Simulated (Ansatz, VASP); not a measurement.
## Two plane-wave programs on Sb2P3H

```
CELL_PARAMETERS angstrom
5.10316 0.00000 0.00000
-2.55158 4.41947 0.00000
0.00000 0.00000 5.46481
ATOMIC_POSITIONS crystal
Sb 0.33333 0.66667 0.00000
Sb 0.66667 0.33333 0.00000
H 0.00000 0.00000 0.50000
P 0.50000 0.00000 0.50000
P 0.00000 0.50000 0.50000
P 0.50000 0.50000 0.50000
```

Alike in both runs: task relaxation of cell and atoms; functional PBE; k mesh 12 × 12 × 8; occupations gaussian, width 0.1 eV; no spin polarisation.

|  | VASP | Ansatz |
| --- | --- | --- |
| version | VASP 6.6.1 | Ansatz 0.2.0 |
| potentials or method | VASP PAW PBE potentials, release 64 (Sb, H, P), cutoff 600 eV | scalar-relativistic, plane waves, PAW |
| valence electrons in the cell | 26 | 46 |

```tsv
	VASP	Ansatz	Ansatz less VASP
gap on the k mesh at the Fermi level, each at its own relaxed structure (eV)	none	none	-
relaxed volume (Å³/atom)	20.34	20.37	+0.033
relaxed cell length with the largest relative difference (Å)	5.371	5.378	+0.0071
```

A gap of «none» marks a metal or a gap that the smearing closes. VASP's potentials hold 26 valence electrons a cell and Ansatz's 46, so a difference there can come from the potentials and not from the codes.

Spin-orbit coupling is off throughout.
